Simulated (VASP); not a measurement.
# Ta5Br3: single point with PBE

Crystal: Ta5Br3.

```
Ta Br
1.0
    -5.29572    5.29572    3.42592
     5.29572   -5.29572    3.42592
     5.29572    5.29572   -3.42592
Ta Br
10 6
Direct
  0.80429 0.49961 0.30390
  0.99961 0.30429 0.30390
  0.30429 0.00039 0.30468
  0.49961 0.19571 0.69532
  0.50039 0.80429 0.30468
  0.69571 0.99961 0.69532
  0.25000 0.75000 0.50000
  0.75000 0.25000 0.50000
  0.00039 0.69571 0.69610
  0.19571 0.50039 0.69610
  0.25000 0.25000 0.00000
  0.75000 0.75000 0.00000
  0.74978 0.24978 0.99955
  0.24978 0.25022 0.50000
  0.75022 0.74978 0.50000
  0.25022 0.75022 0.00045
```

```yaml
Program: VASP 6.6.1
Task: single point
Functional: PBE
Potentials_or_basis: VASP PAW PBE potentials, release 64 (Ta_pv, Br)
Cutoff: 520 eV
k_mesh: 3 × 3 × 3
Occupations: gaussian, width 0.2 eV
Spin: no spin polarisation
```

```yaml
Pressure: 0.1 GPa
Largest_force: 0.020 eV/Å
Band_gap_on_the_k_mesh: zero (bands 76 and 77 overlap by 0.34 eV)
```

Forces on the atoms (eV/Å):
```
Ta   0.008 -0.018  0.000
Ta  -0.018  0.008  0.000
Ta  -0.008 -0.018  0.000
Ta   0.018  0.008  0.000
Ta  -0.018 -0.008  0.000
Ta   0.008  0.018  0.000
Ta   0.000  0.000  0.000
Ta   0.000  0.000  0.000
Ta   0.018 -0.008  0.000
Ta  -0.008  0.018  0.000
Br   0.000  0.000  0.000
Br   0.000  0.000  0.000
Br   0.000  0.000  0.000
Br   0.000  0.000  0.000
Br   0.000  0.000  0.000
Br   0.000  0.000  0.000
```

Stress tensor (GPa, compression positive):
```
 0.22  0.00  0.00
 0.00  0.22  0.00
 0.00  0.00 -0.21
```

Levels at points of the mesh, in eV from the Fermi level:
```tsv
k point	band 74	band 75	band 76	band 77	band 78	band 79
(0.00, 0.00, 0.00)	-0.53	-0.47	-0.47	-0.08	0.27	0.50
```

It took 5.5 min on 1 thread of AMD EPYC 9R45 96-Core Processor (Zen 5) (shared host), peak memory 0.58 GiB.

Caveat: the k points lie up to 0.36 Å⁻¹ apart; spin-orbit coupling is left out, which moves the levels of the heavy elements.
